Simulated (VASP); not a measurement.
A run of VASP 6.6.1 is set up as follows.

Contents of INCAR:

```
ALGO = Normal ; EDIFF = 1E-7
EDIFFG = -0.005 ; ENCUT = 600
GGA = PE ; IBRION = 2
ISIF = 3 ; ISMEAR = -1
LASPH = T ; LCHARG = F
LREAL = F ; LWAVE = F
NELM = 60 ; NSW = 60
PREC = Accurate ; PSTRESS = 3500.0
SIGMA = 0.05
```

KPOINTS

```
k-points
0
Gamma
  21 21 21
```

The input POSCAR:

```
Ti
1.0
    0.0000000000      1.5374187600      1.5374187600
    1.5374187600      0.0000000000      1.5374187600
    1.5374187600      1.5374187600      0.0000000000
Ti
1
Direct
    0.0000000000      0.0000000000      0.0000000000
```

Potentials or basis: VASP PAW PBE potentials, release 64 (Ti_sv).

The run is started by

```bash
$ cat potpaw_PBE.64/Ti_sv/POTCAR > POTCAR
$ mpirun -np 1 vasp_std > vasp.out
```

Task: Estimate the relaxed cell.

Result: a = 2.185 Å, b = 2.185 Å, c = 2.185 Å, α = 60.00°, β = 60.00°, γ = 60.00°.

Task: Predict the relaxed volume.

Result: 7.38 Å³/atom.

Step by step:
```
step  energy change (eV)  largest force (eV/Å)  pressure (GPa)  volume (Å³)
   1              0.0000                0.0000          364.96         7.27
   2             -1.4705                0.0000          279.18         8.01
   3             -0.2585                0.0000          349.14         7.38
   4             -0.2445                0.0000          349.86         7.38
   5             -0.2397                0.0000          350.24         7.38
   6             -0.2401                0.0000          350.28         7.38
   7             -0.2411                0.0000          350.26         7.38
   8             -0.2411                0.0000          350.26         7.38
   9             -0.2412                0.0000          350.26         7.38
  10             -0.2412                0.0000          350.19         7.38
  11             -0.2413                0.0000          350.18         7.38
  12             -0.2415                0.0000          350.19         7.38
  13             -0.2420                0.0000          350.18         7.38
  14             -0.2428                0.0000          350.16         7.38
  15             -0.2445                0.0000          350.12         7.38
  16             -0.2479                0.0000          349.82         7.38
  17             -0.2459                0.0000          349.81         7.38
  18             -0.2450                0.0000          349.88         7.38
  19             -0.2448                0.0000          349.90         7.38
```

Caveat: the cell is relaxed towards a set pressure, so the enthalpy falls and the energy may rise.
